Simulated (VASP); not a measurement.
Runs of VASP 6.6.1 on Co. The structure is hexagonal, space group P6_3/mmc (No. 194). The conventional cell has a = 2.472 Å, b = 2.472 Å, c = 4.027 Å, α = 90.00°, β = 90.00°, γ = 120.00°. Co (site symmetry -6m2) has 12 Co at 2.47 Å within 3.3 Å. 

| smearing | gap on the mesh (eV) | pressure (GPa) | moment (μB) |
| --- | --- | --- | --- |
| gaussian 0.03 eV | none | -1.8 | 3.37 |
| gaussian 0.01 eV | none | -1.9 | 3.37 |
| methfessel-paxton 0.01 eV | none | -1.9 | 3.37 |
| methfessel-paxton 0.2 eV | none | (b) | (a) |
| methfessel-paxton 0.3 eV | none | -1.4 | 3.42 |
| methfessel-paxton 0.1 eV | none | -1.9 | 3.38 |

Alike in all rows: task single point; level r2SCAN; potentials or basis VASP PAW PBE potentials, release 64 (Co); spin collinear, ferromagnetic start; cell as given; k mesh 15 × 15 × 8; cutoff (eV) 520.

Problem. Estimate the missing entries.

Solution. (a) 3.40; (b) -1.6.

Caveats: the PAW data sets were made with another functional, which shifts forces and pressure a little; so wide a smearing shifts energies and pressures (at least some runs).

A gap of «none» marks levels without a gap at the run's occupations.
